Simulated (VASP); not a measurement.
Wanted: the native input for a VASP 6.6.1 run.

| Property | Result |
| --- | --- |
| Task | single point |
| Functional | r2SCAN |
| Potentials or basis | VASP PAW PBE potentials, release 64 (Ga_d, P) |
| Cutoff | 520 eV |
| k mesh | 8 × 8 × 8 |
| Occupations | gaussian, width 0.01 eV |
| Spin | no spin polarisation |
| Dipole correction | no |
| Further INCAR settings | ALGO = Normal; EDIFF = 1e-06; NBANDS = 16 |

GaP:

```xyz
2
Lattice="0.0000 2.7527 2.7026 2.7527 0.0000 2.7026 2.7527 2.7527 0.0000" Properties=species:S:1:pos:R:3 pbc="T T T"
Ga    0.0000    0.0000    0.0000
P     1.3763    1.3763    1.3513
```

This cell differs from its parent crystal: epitaxial xy strain +1.0%.

The input as run:

POSCAR

```
GaP
1.0
    0.0000000000      2.7526532803      2.7026489945
    2.7526532803      0.0000000000      2.7026489945
    2.7526532803      2.7526532803      0.0000000000
Ga P
1 1
Direct
    0.0000000000      0.0000000000      0.0000000000
    0.2500000000      0.2500000000      0.2500000000
```

INCAR.step1

```
PREC = Accurate ; ENCUT = 520
ISMEAR = 0 ; SIGMA = 0.01
LREAL = False ; LASPH = True
NELM = 80 ; NBANDS = 16
GGA = PE ; ALGO = Normal
EDIFF = 1E-4 ; LWAVE = True
LCHARG = False
```

INCAR.step2

```
PREC = Accurate ; ENCUT = 520
EDIFF = 1E-6 ; ISMEAR = 0
SIGMA = 0.01 ; LREAL = False
LASPH = True ; NELM = 80
ALGO = Normal ; ISIF = 2
LWAVE = False ; LCHARG = True
METAGGA = R2SCAN ; LMIXTAU = True
LELF = True ; LVHAR = True
NBANDS = 16 ; ISTART = 1
```

KPOINTS

```
Automatic mesh
0
Gamma
  8 8 8
```

Potentials or basis: VASP PAW PBE potentials, release 64 (Ga_d, P).

The run is started by

```sh
$ cat potpaw_PBE.64/Ga_d/POTCAR potpaw_PBE.64/P/POTCAR > POTCAR
$ cp INCAR.step1 INCAR
$ mpirun -np 1 vasp_std > vasp.out
$ cp INCAR.step2 INCAR
$ mpirun -np 1 vasp_std > vasp.out
```

It gave:

```json
{
 "Pressure": "-1.1 GPa",
 "Band gap on the k mesh": "1.73 eV (least direct gap 2.17 eV)"
}
```

Caveat: the cell differs from its parent crystal (epitaxial xy strain +1.0%); the PAW data sets were made with another functional, which shifts forces and pressure a little.

Wall time 76 s on 1 thread of Intel(R) Xeon(R) 6975P-C (Granite Rapids) (shared host), peak memory 0.19 GiB.
